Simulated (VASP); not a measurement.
# VH2 (I4/mmm) in VASP: a series of runs

VH2 is run at these levels: r2SCAN; tasks: single point.

Everything below comes from runs of VASP 6.6.1. Logs are shortened: lines on timing, memory, paths and dates and some standing lists are left out, and cuts for length are marked.

## 1. The cell of the first run

It takes space group I4/mmm (No. 139, tetragonal). The conventional cell has a = 2.902 Å, b = 2.902 Å, c = 4.255 Å, α = 90.00°, β = 90.00°, γ = 90.00°. Within 2.4 Å of V (site symmetry 4/mmm) lie 8 H at 1.80 Å. H (site symmetry -4m2) has 4 V at 1.80 Å and 6 H at 2.05 to 2.13 Å within 2.4 Å.

## 2. Single point, r2SCAN (biaxial strain in the a-b plane: -2.0 %, then relaxed in part)

POSCAR

```
VH2
1.0
    2.0518792734      2.0518792734      0.0000000000
   -2.0518792734      2.0518792734      0.0000000000
    0.0000000000      0.0000000000      4.2550036582
V H
2 4
Direct
    0.0000000000      0.0000000000      0.0000000000
    0.5000000000      0.5000000000      0.5000000000
    0.0000000000      0.5000000000      0.7500000000
    0.5000000000      0.0000000000      0.7500000000
    0.5000000000      0.0000000000      0.2500000000
    0.0000000000      0.5000000000      0.2500000000
```

INCAR.step1

```
SYSTEM = VH2
PREC = Accurate ; ENCUT = 520
ISMEAR = 0 ; SIGMA = 0.1
LREAL = .False. ; LASPH = .True.
NELM = 80 ; NBANDS = 24
GGA = PE ; ALGO = Normal
EDIFF = 1E-4 ; LWAVE = .True.
LCHARG = .False.
```

INCAR.step2

```
SYSTEM = VH2
PREC = Accurate ; ENCUT = 520
EDIFF = 1E-7 ; ISMEAR = 0
SIGMA = 0.1 ; LREAL = .False.
LASPH = .True. ; NELM = 80
ALGO = Normal ; ISIF = 2
LWAVE = .False. ; LCHARG = .False.
METAGGA = R2SCAN ; LMIXTAU = .True.
NBANDS = 24 ; ISTART = 1
```

KPOINTS

```
regular mesh
0
Gamma
  12 12 8
  0 0 0
```

Potentials or basis: VASP PAW PBE potentials, release 64 (V_sv, H).

Started as:

```bash
> cat potpaw_PBE.64/V_sv/POTCAR potpaw_PBE.64/H/POTCAR > POTCAR
> cp INCAR.step1 INCAR
> mpirun -np 1 vasp_std > vasp.out
> cp INCAR.step2 INCAR
> mpirun -np 1 vasp_std > vasp.out
```

OUTCAR:

```text
SYSTEM = VH2
   PREC = Accurate
   ENCUT = 520
   EDIFF = 1E-7
   ISMEAR = 0
   LREAL = .False.
   LASPH = .True.
   NELM = 80
   ISIF = 2
   METAGGA = R2SCAN
   ISTART = 1

 ion  position               nearest neighbor table
   1  0.000  0.000  0.000-   3 1.80   4 1.80   5 1.80   6 1.80   3 1.80   6 1.80   4 1.80   5 1.80

   2  0.500  0.500  0.500-   3 1.80   4 1.80   5 1.80   6 1.80   4 1.80   5 1.80   3 1.80   6 1.80

   3  0.000  0.500  0.750-   1 1.80   2 1.80   1 1.80   2 1.80
   4  0.500  0.000  0.750-   1 1.80   2 1.80   2 1.80   1 1.80
   5  0.500  0.000  0.250-   1 1.80   2 1.80   2 1.80   1 1.80
   6  0.000  0.500  0.250-   1 1.80   2 1.80   1 1.80   2 1.80

  LATTYP: Found a simple tetragonal cell.
 ALAT       =     2.9017954968
 C/A-ratio  =     1.4663347789

  Lattice vectors:

 A1 = (   2.0518792734,   2.0518792734,   0.0000000000)
 A2 = (  -2.0518792734,   2.0518792734,   0.0000000000)
 A3 = (   0.0000000000,   0.0000000000,   4.2550036582)

Analysis of symmetry for initial positions (statically):
=====================================================================
 Subroutine PRICEL returns following result:

  LATTYP: Found a body centered tetragonal cell.
 ALAT       =     2.9017954968
 C/A-ratio  =     1.4663347789

  Lattice vectors:

 A1 = (   2.0518792734,   0.0000000000,  -2.1275018291)
 A2 = (  -2.0518792734,   0.0000000000,  -2.1275018291)
 A3 = (   0.0000000000,   2.0518792734,   2.1275018291)

   2 primitive cells build up your supercell.

 Routine SETGRP: Setting up the symmetry group for a
 simple tetragonal supercell.

 Subroutine GETGRP returns: Found 16 space group operations
 (whereof 16 operations were pure point group operations)
 out of a pool of 16 trial point group operations.

The static configuration has the point symmetry D_4h.

Analysis of symmetry for dynamics (positions and initial velocities):
=====================================================================
 Subroutine PRICEL returns following result:

  LATTYP: Found a body centered tetragonal cell.
 ALAT       =     2.9017954968
 C/A-ratio  =     1.4663347789

  Lattice vectors:

 A1 = (   2.0518792734,   0.0000000000,  -2.1275018291)
[... 105 lines left out ...]
   PREC   = accura    normal or accurate (medium, high low for compatibility)
   ISTART =      1    job   : 0-new  1-cont  2-samecut
   ICHARG =      0    charge: 1-file 2-atom 10-const
   ISPIN  =      1    spin polarized calculation?
   LNONCOLLINEAR =      F non collinear calculations
   LSORBIT =      F    spin-orbit coupling
   LASPH  =      T    aspherical Exc in radial PAW
   ENCUT  =  520.0 eV  38.22 Ry    6.18 a.u.   5.40  5.40  7.91*2*pi/ulx,y,z
   NELM   =     80;   NELMIN=  2; NELMDL=  0     # of ELM steps
   EDIFF  = 0.1E-06   stopping-criterion for ELM
   LREAL  =      F    real-space projection
   EDIFFG = 0.1E-05   stopping-criterion for IOM
   NSW    =      0    number of steps for IOM
   IBRION =     -1    ionic relax: 0-MD 1-quasi-New 2-CG
   NFREE  =      0    steps in history (QN), initial steepest desc. (CG)
   ISIF   =      2    stress and relaxation
   ISYM   =      2    0-nonsym 1-usesym 2-fastsym
   POTIM  = 0.5000    time-step for ionic-motion
   TEBEG  =    0.0;   TEEND  =   0.0 temperature during run
   PSTRESS=    0.0 pullay stress
   NELECT =      30.0000    total number of electrons
   NUPDOWN=      -1.0000    fix difference up-down
   EMIN   =  10.00;   EMAX   =-10.00  energy-range for DOS
   EFERMI =   0.00;   METHOD = LEGACY
   ISMEAR =     0;   SIGMA  =   0.10  broadening in eV -4-tet -1-fermi 0-gaus
   EFERMI_NEDOS =   21; number of points for ismear=-14 and -15
   IALGO  =     38    algorithm
   IMIX   =      4    mixing-type and parameters
     AMIX     =   0.40;   BMIX     =  1.00
     AMIX_MAG =   1.60;   BMIX_MAG =  1.00
  volume/ion in A,a.u.               =       5.97        40.30
  Fermi-wavevector in a.u.,A,eV,Ry     =   1.543017  2.915879 32.394135  2.380902
  Thomas-Fermi vector in A             =   2.648740
   LORBIT       =      0    0 simple, 1 ext, 2 COOP (PROOUT), +10 PAW based schemes
   METAGGA = R2SCAN    functional components
   LHFCALC =     F    Hartree Fock is set to
   AEXX    =    0.0000 exact exchange contribution
   IVDW    =     0    specifies the selected vdW correction
   LEPSILON=     F    determine dielectric tensor
   LRPA    =     F    only Hartree local field effects (RPA)
 non-spin polarized calculation
 Gauss-broadening in eV      SIGMA  =   0.10
  energy-cutoff  :      520.00
  volume of cell :       35.83
 maximum number of plane-waves:       982
 NGX is ok and might be reduce to    24
   NGX = 11   NGY = 11   NGZ = 15

 number of electron      30.0000002 magnetization

 Free energy of the ion-electron system (eV)
  ---------------------------------------------------
  ext. energy  EPLUGINS =         0.00000000
  ---------------------------------------------------
  free energy    TOTEN  =       -43.44631232 eV

  energy without entropy =      -43.43277436  energy(sigma->0) =      -43.43954334

 E-fermi :   9.1153     XC(G=0): -13.4968

 val. band max:        9.1142037921   @ k =   0.3333   0.2500   0.2500
 cond. band min:       9.1199726724   @ k =   0.2500   0.2500   0.2500
 fundamental gap:      0.0057688802
 Fermi energy:         9.1152549324

 k-point     1 :       0.0000    0.0000    0.0000
  band No.  band energies     occupation
      1     -58.1110      2.00000
      2     -58.0230      2.00000
      3     -31.0955      2.00000
      4     -30.7678      2.00000
      5     -30.7678      2.00000
      6     -30.6500      2.00000
[... 637 lines left out ...]
     23      16.7775      0.00000
     24      17.4481      0.00000

 [... further k-points ...]
[... 5 lines left out ...]
  --------------------------------------------------------------------------------------
  -------------------------------------------------------------------------------------
  Total        1.6945119      1.6945119      0.1011285      0.0000000      0.0000000      0.0000000
  in kB       75.7742541     75.7742541      4.5222087      0.0000000      0.0000000      0.0000000
  external PRESSURE =      52.0235723 kB  Pullay stress =       0.0000000 kB

 VOLUME and BASIS-vectors are now :
 -----------------------------------------------------------------------------
  energy-cutoff  :      520.00
  volume of cell :       35.83
      direct lattice vectors                 reciprocal lattice vectors
     2.051879273  2.051879273  0.000000000     0.243679054  0.243679054  0.000000000
    -2.051879273  2.051879273  0.000000000    -0.243679054  0.243679054  0.000000000
     0.000000000  0.000000000  4.255003658     0.000000000  0.000000000  0.235017424

 POSITION                                       TOTAL-FORCE (eV/Angst)
 -----------------------------------------------------------------------------------
      0.00000      0.00000      0.00000         0.000000     -0.000000     -0.000000
      0.00000      2.05188      2.12750        -0.000000      0.000000      0.000000
     -1.02594      1.02594      3.19125         0.000000     -0.000000     -0.000000
      1.02594      1.02594      3.19125         0.000000     -0.000000      0.000000
      1.02594      1.02594      1.06375         0.000000     -0.000000     -0.000000
     -1.02594      1.02594      1.06375         0.000000     -0.000000     -0.000000
 -----------------------------------------------------------------------------------
    total drift:                               -0.000000      0.000000     -0.000000

  FREE ENERGIE OF THE ION-ELECTRON SYSTEM (eV)
  ---------------------------------------------------
  free  energy   TOTEN  =       -43.4463123213 eV

  energy  without entropy=      -43.4327743641  energy(sigma->0) =      -43.43954334
```

OSZICAR.step1:

```text
N       E                     dE             d eps       ncg     rms          rms(c)
DAV:   1     0.318851459403E+03    0.31885E+03   -0.16553E+04  6720   0.140E+03
DAV:   2    -0.270052009451E+02   -0.34586E+03   -0.33356E+03  6960   0.446E+02
DAV:   3    -0.377470066445E+02   -0.10742E+02   -0.10618E+02  8200   0.898E+01
DAV:   4    -0.378288939062E+02   -0.81887E-01   -0.81856E-01  7064   0.845E+00
DAV:   5    -0.378298606329E+02   -0.96673E-03   -0.96669E-03  8248   0.898E-01    0.375E+01
DAV:   6    -0.328730630176E+02    0.49568E+01   -0.17139E+01  7400   0.424E+01    0.430E+00
DAV:   7    -0.327750193109E+02    0.98044E-01   -0.87595E-01  7048   0.773E+00    0.433E+00
DAV:   8    -0.327309406287E+02    0.44079E-01   -0.55099E-02  7696   0.202E+00    0.114E+00
DAV:   9    -0.327315154740E+02   -0.57485E-03   -0.28510E-03  8096   0.526E-01    0.506E-01
DAV:  10    -0.327315620804E+02   -0.46606E-04   -0.13431E-04  5752   0.111E-01
   1 F= -.32731562E+02 E0= -.32724479E+02  d E =-.141667E-01
```

Run time: 2.3 min. Hardware: 1 thread of Intel Xeon 6975P-C (Granite Rapids), shared host; peak memory 0.22 GiB.

Results:

| Quantity | Value |
| --- | --- |
| Free energy | -43.4463 eV |
| Pressure | 5.2 GPa |
| Band gap on the k mesh | zero (bands 15 and 16 overlap by 2.72 eV) |

Caveat: the cell differs from its parent crystal (biaxial strain in the a-b plane: -2.0 %, then relaxed in part); the stress differs along the axes, from 0 to 8 GPa; the PAW data sets were made with another functional, which shifts forces and pressure a little.

## 3. Single point, r2SCAN (biaxial strain in the a-b plane: -1.0 %, then relaxed in part)

POSCAR: that of step 2 with these lines changed.

```diff
@@ -2,5 +2,5 @@
 1.0
-    2.0518792734      2.0518792734      0.0000000000
-   -2.0518792734      2.0518792734      0.0000000000
-    0.0000000000      0.0000000000      4.2550036582
+    2.0728168170      2.0728168170      0.0000000000
+   -2.0728168170      2.0728168170      0.0000000000
+    0.0000000000      0.0000000000      4.2202846670
 V H
```

INCAR.step1

```
PREC = Accurate
ENCUT = 520
ISMEAR = 0
SIGMA = 0.1
LREAL = False
LASPH = True
NELM = 60
NBANDS = 24
GGA = PE
ALGO = Normal
EDIFF = 1E-4
LWAVE = True
LCHARG = False
```

INCAR.step2

```
PREC = Accurate
ENCUT = 520
EDIFF = 1E-6
ISMEAR = 0
SIGMA = 0.1
LREAL = False
LASPH = True
NELM = 60
ALGO = Normal
ISIF = 2
LWAVE = False
LCHARG = False
METAGGA = R2SCAN
LMIXTAU = True
NBANDS = 24
ISTART = 1
```

KPOINTS

```
regular mesh
0
Gamma
  12 12 8
```

Potentials or basis: VASP PAW PBE potentials, release 64 (V_sv, H).

Started as:

```bash
> cat potpaw_PBE.64/V_sv/POTCAR potpaw_PBE.64/H/POTCAR > POTCAR
> cp INCAR.step1 INCAR
> mpirun -np 1 vasp_std > vasp.out
> cp INCAR.step2 INCAR
> mpirun -np 1 vasp_std > vasp.out
```

OUTCAR:

```text
PREC = Accurate
   ENCUT = 520
   EDIFF = 1E-6
   ISMEAR = 0
   LREAL = False
   LASPH = True
   NELM = 60
   ISIF = 2
   METAGGA = R2SCAN
   ISTART = 1

 ion  position               nearest neighbor table
   1  0.000  0.000  0.000-   3 1.81   4 1.81   5 1.81   6 1.81   3 1.81   6 1.81   4 1.81   5 1.81

   2  0.500  0.500  0.500-   3 1.81   4 1.81   5 1.81   6 1.81   4 1.81   5 1.81   3 1.81   6 1.81

   3  0.000  0.500  0.750-   1 1.81   2 1.81   1 1.81   2 1.81
   4  0.500  0.000  0.750-   1 1.81   2 1.81   2 1.81   1 1.81
   5  0.500  0.000  0.250-   1 1.81   2 1.81   2 1.81   1 1.81
   6  0.000  0.500  0.250-   1 1.81   2 1.81   1 1.81   2 1.81

  LATTYP: Found a simple tetragonal cell.
 ALAT       =     2.9314056549
 C/A-ratio  =     1.4396795135

  Lattice vectors:

 A1 = (   2.0728168170,   2.0728168170,   0.0000000000)
 A2 = (  -2.0728168170,   2.0728168170,   0.0000000000)
 A3 = (   0.0000000000,   0.0000000000,   4.2202846670)

Analysis of symmetry for initial positions (statically):
=====================================================================
 Subroutine PRICEL returns following result:

  LATTYP: Found a body centered tetragonal cell.
 ALAT       =     2.9314056549
 C/A-ratio  =     1.4396795135

  Lattice vectors:

 A1 = (   2.0728168170,   0.0000000000,  -2.1101423335)
 A2 = (  -2.0728168170,   0.0000000000,  -2.1101423335)
 A3 = (   0.0000000000,   2.0728168170,   2.1101423335)

   2 primitive cells build up your supercell.

 Routine SETGRP: Setting up the symmetry group for a
 simple tetragonal supercell.

 Subroutine GETGRP returns: Found 16 space group operations
 (whereof 16 operations were pure point group operations)
 out of a pool of 16 trial point group operations.

The static configuration has the point symmetry D_4h.

Analysis of symmetry for dynamics (positions and initial velocities):
[... 137 lines left out ...]
   EMIN   =  10.00;   EMAX   =-10.00  energy-range for DOS
   EFERMI =   0.00;   METHOD = LEGACY
   ISMEAR =     0;   SIGMA  =   0.10  broadening in eV -4-tet -1-fermi 0-gaus
   EFERMI_NEDOS =   21; number of points for ismear=-14 and -15
   IALGO  =     38    algorithm
   IMIX   =      4    mixing-type and parameters
     AMIX     =   0.40;   BMIX     =  1.00
     AMIX_MAG =   1.60;   BMIX_MAG =  1.00
  volume/ion in A,a.u.               =       6.04        40.79
  Fermi-wavevector in a.u.,A,eV,Ry     =   1.536800  2.904131 32.133622  2.361755
  Thomas-Fermi vector in A             =   2.643398
   LORBIT       =      0    0 simple, 1 ext, 2 COOP (PROOUT), +10 PAW based schemes
   METAGGA = R2SCAN    functional components
   LHFCALC =     F    Hartree Fock is set to
   AEXX    =    0.0000 exact exchange contribution
   IVDW    =     0    specifies the selected vdW correction
   LEPSILON=     F    determine dielectric tensor
   LRPA    =     F    only Hartree local field effects (RPA)
 non-spin polarized calculation
 Gauss-broadening in eV      SIGMA  =   0.10
  energy-cutoff  :      520.00
  volume of cell :       36.27
 maximum number of plane-waves:      1000
 NGX is ok and might be reduce to    24
   NGX = 11   NGY = 11   NGZ = 15

 number of electron      30.0000023 magnetization

 Free energy of the ion-electron system (eV)
  ---------------------------------------------------
  ext. energy  EPLUGINS =         0.00000000
  ---------------------------------------------------
  free energy    TOTEN  =       -43.47250576 eV

  energy without entropy =      -43.45923816  energy(sigma->0) =      -43.46587196

 E-fermi :   8.9740     XC(G=0): -13.4239

 val. band max:        8.9611032277   @ k =   0.4167   0.0000   0.1250
 cond. band min:       8.9779497770   @ k =   0.0833   0.0000   0.3750
 fundamental gap:      0.0168465494
 Fermi energy:         8.9740486500

 k-point     1 :       0.0000    0.0000    0.0000
  band No.  band energies     occupation
      1     -58.2604      2.00000
      2     -58.1739      2.00000
      3     -31.2280      2.00000
      4     -30.9308      2.00000
      5     -30.9308      2.00000
      6     -30.7993      2.00000
[... 637 lines left out ...]
     23      16.5277      0.00000
     24      17.2237      0.00000

 [... further k-points ...]
[... 5 lines left out ...]
  --------------------------------------------------------------------------------------
  -------------------------------------------------------------------------------------
  Total        0.8889459      0.8889459      0.0962503      0.0000000     -0.0000000      0.0000000
  in kB       39.2728433     39.2728433      4.2522528      0.0000000     -0.0000000      0.0000000
  external PRESSURE =      27.5993131 kB  Pullay stress =       0.0000000 kB

 VOLUME and BASIS-vectors are now :
 -----------------------------------------------------------------------------
  energy-cutoff  :      520.00
  volume of cell :       36.27
      direct lattice vectors                 reciprocal lattice vectors
     2.072816817  2.072816817  0.000000000     0.241217649  0.241217649  0.000000000
    -2.072816817  2.072816817  0.000000000    -0.241217649  0.241217649  0.000000000
     0.000000000  0.000000000  4.220284667     0.000000000  0.000000000  0.236950841

 POSITION                                       TOTAL-FORCE (eV/Angst)
 -----------------------------------------------------------------------------------
      0.00000      0.00000      0.00000         0.000000      0.000000     -0.000000
      0.00000      2.07282      2.11014        -0.000000      0.000000      0.000000
     -1.03641      1.03641      3.16521         0.000000     -0.000000     -0.000000
      1.03641      1.03641      3.16521         0.000000     -0.000000     -0.000000
      1.03641      1.03641      1.05507         0.000000     -0.000000     -0.000000
     -1.03641      1.03641      1.05507         0.000000     -0.000000     -0.000000
 -----------------------------------------------------------------------------------
    total drift:                               -0.000000      0.000000     -0.000000

  FREE ENERGIE OF THE ION-ELECTRON SYSTEM (eV)
  ---------------------------------------------------
  free  energy   TOTEN  =       -43.4725057628 eV

  energy  without entropy=      -43.4592381644  energy(sigma->0) =      -43.46587196
```

OUTCAR.step1:

```text
PREC = Accurate
   ENCUT = 520
   ISMEAR = 0
   LREAL = False
   LASPH = True
[... 903 lines left out ...]
     -1.03641      1.03641      3.16521        -0.000000     -0.000000      0.000000
      1.03641      1.03641      3.16521        -0.000000     -0.000000      0.000000
      1.03641      1.03641      1.05507        -0.000000     -0.000000      0.000000
     -1.03641      1.03641      1.05507        -0.000000     -0.000000      0.000000
 -----------------------------------------------------------------------------------
    total drift:                               -0.000000      0.000000     -0.000000

  FREE ENERGIE OF THE ION-ELECTRON SYSTEM (eV)
  ---------------------------------------------------
  free  energy   TOTEN  =       -32.7640496115 eV

  energy  without entropy=      -32.7501708424  energy(sigma->0) =      -32.75711023
```

OSZICAR.step1:

```text
N       E                     dE             d eps       ncg     rms          rms(c)
DAV:   1     0.318815993432E+03    0.31882E+03   -0.16530E+04  6744   0.140E+03
DAV:   2    -0.271750520269E+02   -0.34599E+03   -0.33421E+03  6904   0.446E+02
DAV:   3    -0.378020747044E+02   -0.10627E+02   -0.10496E+02  8152   0.891E+01
DAV:   4    -0.378840880961E+02   -0.82013E-01   -0.81968E-01  7088   0.840E+00
DAV:   5    -0.378850482537E+02   -0.96016E-03   -0.96010E-03  8248   0.892E-01    0.368E+01
DAV:   6    -0.329061210835E+02    0.49789E+01   -0.17365E+01  7480   0.425E+01    0.409E+00
DAV:   7    -0.328079679452E+02    0.98153E-01   -0.88480E-01  7032   0.792E+00    0.424E+00
DAV:   8    -0.327634351526E+02    0.44533E-01   -0.54037E-02  7696   0.198E+00    0.109E+00
DAV:   9    -0.327640154678E+02   -0.58032E-03   -0.34445E-03  8096   0.593E-01    0.511E-01
DAV:  10    -0.327640496115E+02   -0.34144E-04   -0.18143E-04  5968   0.136E-01
   1 F= -.32764050E+02 E0= -.32757110E+02  d E =-.138788E-01
```

Wall time 1.9 min (1 thread of Intel Xeon 6975P-C (Granite Rapids), shared host); peak memory 0.22 GiB.

Results:

```
Free energy            : -43.4725 eV
Pressure               : 2.8 GPa
Band gap on the k mesh : zero (bands 15 and 16 overlap by 2.67 eV)
```

Stress tensor (GPa, compression positive):
```
3.93 0.00 0.00
0.00 3.93 0.00
0.00 0.00 0.43
```

Caveat: the cell differs from its parent crystal (biaxial strain in the a-b plane: -1.0 %, then relaxed in part); the PAW data sets were made with another functional, which shifts forces and pressure a little.
